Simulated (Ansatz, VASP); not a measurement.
# One calculation of Pd, two programs

The input INCAR:

```
PREC     = Accurate       # precision mode
ENCUT    = 520            # plane-wave cutoff, eV
EDIFF    = 1E-6           # SCF threshold, eV
ISMEAR   = -1             # smearing method
SIGMA    = 0.05           # smearing width, eV
LREAL    = F              # projectors in reciprocal space
LASPH    = T              # aspherical terms in the spheres
NELM     = 60             # most SCF steps
ALGO     = Normal         # electronic algorithm
ISIF     = 2              # what is computed and relaxed
LWAVE    = F              # write WAVECAR
LCHARG   = F              # write CHGCAR
NBANDS   = 11             # bands
```

The input KPOINTS:

```
Automatic mesh
0
Gamma
  18 18 18
```

File POSCAR:

```
Pd
1.0
    0.0388980000      1.9643490000      1.9643490000
    1.9643490000      0.0388980000      1.9643490000
    1.9643490000      1.9643490000      0.0388980000
Pd
1
Direct
    0.0000000000      0.0000000000      0.0000000000
```

Input for Ansatz:

```yaml
crystal:
  lattice:
    - [0.038898, 1.964349, 1.964349]
    - [1.964349, 0.038898, 1.964349]
    - [1.964349, 1.964349, 0.038898]
  atoms:
    - { symbol: Pd, position: [0.0, 0.0, 0.0] }
kpoints:
  mp_grid: { grid: [18, 18, 18] }
  band_path:
    path:
      - [0.0, 0.0, 0.0]
      - [0.5, 0.5, 0.5]
      - [0.2451701269, 0.5, 0.7548298731]
      - [-0.2451701269, 0.2451701269, 0.5]
      - [0.0, 0.0, 0.5]
      - [0.0, 0.0, 0.0]
      - [-0.3725850634, 0.0, 0.3725850634]
      - [0.0, 0.3725850634, 0.6274149366]
      - [0.0, 0.5, 0.5]
    npoints: 5
scf:
  occupations: { method: fermi_dirac, width: 0.05 }
hamiltonian:
  xc: lda
  pseudopotentials: { kind: all_electron, lapw: { basis_error: 0.00025 } }
output:
  forces: true
  stress: true
  eigenvalues: true
```

Change from the starting cell: equal xy, yz and zx shear strains of +2 %.

Alike in both runs: task single point; functional LDA; k mesh 18 × 18 × 18; occupations fermi-dirac, width 0.05 eV; no spin polarisation.

```csv
,VASP,Ansatz
version,VASP 6.6.1,Ansatz 0.2.0
potentials or method,"VASP PAW LDA potentials, release 64 (Pd), cutoff 520 eV","all-electron LAPW, scalar-relativistic"
```

Ansatz gave:

* pressure (GPa): -7.8
* traceless stress, the component that is largest in VASP (GPa): -1.37

**Question.** Estimate VASP's values.

**Answer.** Pressure (GPa): -7.5; traceless stress, the component that is largest in VASP (GPa): -1.40.

LDA's correlation is that of Perdew and Zunger in VASP and of Perdew and Wang (1992) in Ansatz. Ansatz ran all-electron here, and VASP with PAW potentials.
